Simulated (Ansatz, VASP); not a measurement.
## MgO: VASP beside Ansatz

```
Mg O
1.0
     3.28038    0.00000    0.00000
    -1.64019    2.84089    0.00000
     0.00000    0.00000   10.51471
Mg O
4 4
Direct
  0.33333 0.66667 0.96948
  0.00000 0.00000 0.22081
  0.00000 0.00000 0.72081
  0.66667 0.33333 0.46948
  0.33333 0.66667 0.78005
  0.79880 0.00000 0.48781
  0.00000 0.00000 0.02966
  0.66667 0.33333 0.28005
```

Alike in both runs: task single point; functional PBE; k mesh 9 × 9 × 2; occupations gaussian, width 0.05 eV; no spin polarisation.

|  | VASP | Ansatz |
| --- | --- | --- |
| version | VASP 6.6.1 | Ansatz 0.2.0 |
| potentials or method | VASP PAW PBE potentials, release 64 (Mg, O), cutoff 520 eV | scalar-relativistic, plane waves, PAW |
| valence electrons in the cell | 32 | 64 |

|  | VASP | Ansatz | Ansatz less VASP |
| --- | --- | --- | --- |
| gap on the k mesh at the Fermi level (eV) | 1.72 | 1.77 | +0.046 |
| least direct gap on the mesh (eV) | 1.72 | 1.77 | +0.046 |
| pressure (GPa) | 19.7 | 18.3 | -1.38 |
| traceless stress, the component that is largest in VASP (GPa) | -31.38 | -28.83 | +2.546 |
| rms of the force components (eV/Å) | 8.487 | 7.833 | -0.6544 |

Atom by atom the forces differ by 0.657 eV/Å (rms over components). With one functional, cell and mesh, what is left measures potentials, basis and numerics. VASP's potentials hold 32 valence electrons a cell and Ansatz's 64, so a difference there can come from the potentials and not from the codes.
